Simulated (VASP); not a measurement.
Write the native input for VASP 6.6.1 that does the following.

| Item | Value |
| --- | --- |
| Task | single point |
| Functional | PBE |
| Potentials or basis | VASP PAW PBE potentials, release 64 (Ho_3, Mo_sv, N), 4f in core |
| Cutoff | 600 eV |
| k mesh | 10 × 10 × 12 |
| Occupations | gaussian, width 0.1 eV |
| Spin | no spin polarisation |
| Dipole correction | no |
| Mended | yes |
| Further INCAR settings | ALGO = Normal; EDIFF = 1e-06; NBANDS = 24 |

The structure of HoMoN2 lies in POSCAR:

```
HoMoN2
1.0
    3.9891296997      0.0000000000      0.0000000000
    0.0000000000      3.9891296997      0.0000000000
    0.0000000000      0.0000000000      3.2131295349
Ho Mo N
1 1 2
Direct
    0.5000000000      0.5000000000      0.0000000000
    0.0000000000      0.0000000000      0.5000000000
    0.5000000000      0.0000000000      0.5000000000
    0.0000000000      0.5000000000      0.5000000000
```

The cell was built from a structure type or drawn by symmetry, and may not be a known phase.

One way to write it, as run:

INCAR

```
  PREC = Accurate
  ENCUT = 600
  EDIFF = 1E-6
  ISMEAR = 0
  SIGMA = 0.1
  LREAL = False
  LASPH = True
  NELM = 200
  ALGO = Normal
  ISIF = 2
  LWAVE = False
  LCHARG = False
  GGA = PE
  NBANDS = 24
  GGA_COMPAT = False
  LMAXMIX = 6
```

KPOINTS

```
Automatic mesh
0
Gamma
  10 10 12
```

Potentials or basis: VASP PAW PBE potentials, release 64 (Ho_3, Mo_sv, N), 4f in core.

Command:

```console
$ cat potpaw_PBE.64/Ho_3/POTCAR potpaw_PBE.64/Mo_sv/POTCAR potpaw_PBE.64/N/POTCAR > POTCAR
$ mpirun -np 1 vasp_std > vasp.out
```

It gave:

```yaml
Pressure: 0.2 GPa
Band_gap_on_the_k_mesh: zero (an odd number of electrons rules out a gap without spin polarisation)
```

Caveat: spin-orbit coupling is left out, which moves the levels of the heavy elements; the 4f electrons are frozen in the core, so they carry no moment and show no levels; the run has no spin polarisation, though such a crystal can be magnetic.

Run time: 65 s on 1 thread of Intel(R) Xeon(R) 6975P-C (Granite Rapids), with other jobs on the host, peak memory 0.36 GiB.
